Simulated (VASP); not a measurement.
Na: single point with PBE

Crystal: Na.

```xyz
2
Lattice="3.7948 0.0000 0.0000 -1.8974 3.2864 0.0000 0.0000 0.0000 6.1030" Properties=species:S:1:pos:R:3 pbc="T T T"
Na    0.0000    2.1909    1.5258
Na    1.8974    1.0955    4.5773
```

```json
{"Program": "VASP 6.6.1", "Task": "single point", "Functional": "PBE", "Potentials or basis": "VASP PAW PBE potentials, release 64 (Na_pv)", "Cutoff": "520 eV", "k mesh": "15 × 15 × 8", "Occupations": "gaussian, width 0.15 eV", "Spin": "no spin polarisation", "Dipole correction": "no", "Further INCAR settings": "ALGO = Normal; EDIFF = 1e-06; NBANDS = 14"}
```

```
Pressure               : -0.2 GPa
Band gap on the k mesh : zero (band 7 reaches 2.27 eV, above the bottom of band 8 at -1.94 eV)
```

Stress tensor (GPa, compression positive):
```
-0.22  0.00  0.00
 0.00 -0.22  0.00
 0.00  0.00 -0.13
```

Levels at points of the mesh, in eV from the Fermi level:
```csv
k point,band 4,band 5,band 6,band 7,band 8,band 9,band 10,band 11
"(0.00, 0.00, 0.00)",-24.93,-24.93,-24.93,-3.23,0.61,1.01,9.70,9.70
"(0.00, 0.00, 0.50)",-24.93,-24.93,-24.93,-2.20,-2.20,5.59,5.59,10.30
```

It took 26 s on 1 thread of Intel(R) Xeon(R) 6975P-C (Granite Rapids), with other jobs on the host, peak memory 0.24 GiB.
